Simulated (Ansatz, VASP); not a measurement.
MgO in VASP and in Ansatz

Contents of INCAR:

```
SYSTEM = MgO
  ALGO = Normal
  EDIFF = 1E-6
  ENCUT = 840
  GGA = CA
  GGA_COMPAT = .False.
  ISIF = 2
  ISMEAR = 0
  LASPH = .True.
  LCHARG = .False.
  LREAL = .False.
  LWAVE = .False.
  NBANDS = 15
  NELM = 120
  PREC = Accurate
  SIGMA = 0.01
```

Contents of KPOINTS:

```
k-points
0
Gamma
  7 7 6
  0 0 0
```

Contents of POSCAR:

```
MgO
1.0
    2.9639069726      0.0000000000      0.0000000000
   -1.4819534863      2.5668187763      0.0000000000
    0.0000000000      0.0000000000      2.7032907320
Mg O
1 1
Direct
    0.0000000000      0.0000000000      0.0000000000
    0.3333333333      0.6666666667      0.5000000000
```

Input for Ansatz:

```yaml
crystal:
  lattice:
    - [2.9639069726220306, 0.0, 0.0]
    - [-1.4819534863110153, 2.5668187762981516, 0.0]
    - [0.0, 0.0, 2.703290731988143]
  atoms:
    - { symbol: Mg, position: [0.0, 0.0, 0.0] }
    - { symbol: O, position: [0.3333333333333333, 0.6666666666666666, 0.5] }
accuracy: medium
basis:
  ecutwfc: 500.0
kpoints:
  mp_grid:
    grid: [7, 7, 6]
hamiltonian:
  xc: lda
scf:
  max_iter: 200
  convergence:
    dr2_threshold: 1.0e-06
  occupations:
    method: fixed
output:
  stress: true
```

Alike in both runs: task single point; functional LDA; k mesh 7 × 7 × 6; no spin polarisation.

```csv
,VASP,Ansatz
version,VASP 6.6.1,Ansatz 0.2.0
potentials or method,"VASP PAW LDA potentials, release 64 (Mg_sv, O), cutoff 840 eV","plane waves, PAW"
occupations,"gaussian, width 0.01 eV",fixed
valence electrons in the cell,16,16
```

Ansatz gave:

```
pressure (GPa)                                                : -12.3
traceless stress, the component that is largest in VASP (GPa) : -1.39
```

Task: What did VASP give for the same quantities?

Result: Pressure (GPa): -12.1; traceless stress, the component that is largest in VASP (GPa): -1.28.

LDA's correlation is that of Perdew and Zunger in VASP and of Perdew and Wang (1992) in Ansatz. Ansatz's warnings: stress scf threshold loose.
